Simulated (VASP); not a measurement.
Wanted: the native input for a VASP 6.6.1 run.

| Property | Result |
| --- | --- |
| Task | relaxation of cell and atoms |
| Functional | PBE |
| Potentials or basis | VASP PAW PBE potentials, release 64 (Cd, Te) |
| Cutoff | 600 eV |
| k mesh | 10 × 10 × 10 |
| Occupations | gaussian, width 0.02 eV |
| Spin | no spin polarisation |
| Target pressure | 5 GPa |
| Dipole correction | no |
| Further INCAR settings | ALGO = Normal; EDIFF = 1e-06; IBRION = 2; EDIFFG = -0.008; NSW = 70; ISIF = 3 |

The structure of CdTe lies in POSCAR:

```
CdTe
1.0
    0.0000000000      3.1833752520      3.1833752520
    3.1833752520      0.0000000000      3.1833752520
    3.1833752520      3.1833752520      0.0000000000
Cd Te
1 1
Direct
    0.0000000000      0.0000000000      0.0000000000
    0.2500000000      0.2500000000      0.2500000000
```

One way to write it, as run:

INCAR

```
PREC = Accurate
ENCUT = 600
EDIFF = 1E-6
ISMEAR = 0
SIGMA = 0.02
LREAL = False
LASPH = True
NELM = 100
ALGO = Normal
ISIF = 3
LWAVE = False
LCHARG = False
GGA = PE
IBRION = 2
NSW = 70
EDIFFG = -0.008
PSTRESS = 50.0
```

KPOINTS

```
Automatic mesh
0
Gamma
  10 10 10
```

Potentials or basis: VASP PAW PBE potentials, release 64 (Cd, Te).

Command:

```sh
$ cat potpaw_PBE.64/Cd/POTCAR potpaw_PBE.64/Te/POTCAR > POTCAR
$ mpirun -np 1 vasp_std > vasp.out
```

Results of the run:

| Quantity | Value |
| --- | --- |
| Relaxed volume | 32.54 Å³/atom |
| Relaxed cell | a = 4.515 Å, b = 4.515 Å, c = 4.515 Å, α = 60.00°, β = 60.00°, γ = 60.00° |
| Space group after relaxing (to 0.1 Å) | F-43m (No. 216) |
| Energy change on relaxing (the run minimises the enthalpy) | -9.3 meV/atom |
| Ionic steps | 3 |
| Pressure after relaxing | 5.0 GPa |
| Band gap on the k mesh | 0.91 eV |

Caveat: the cell is relaxed towards a set pressure, so the run minimises the enthalpy, not the energy; spin-orbit coupling is left out, which moves the levels of the heavy elements.

Wall time 46 s on 1 thread of Intel(R) Xeon(R) 6975P-C (Granite Rapids), on a shared host, peak memory 0.25 GiB.
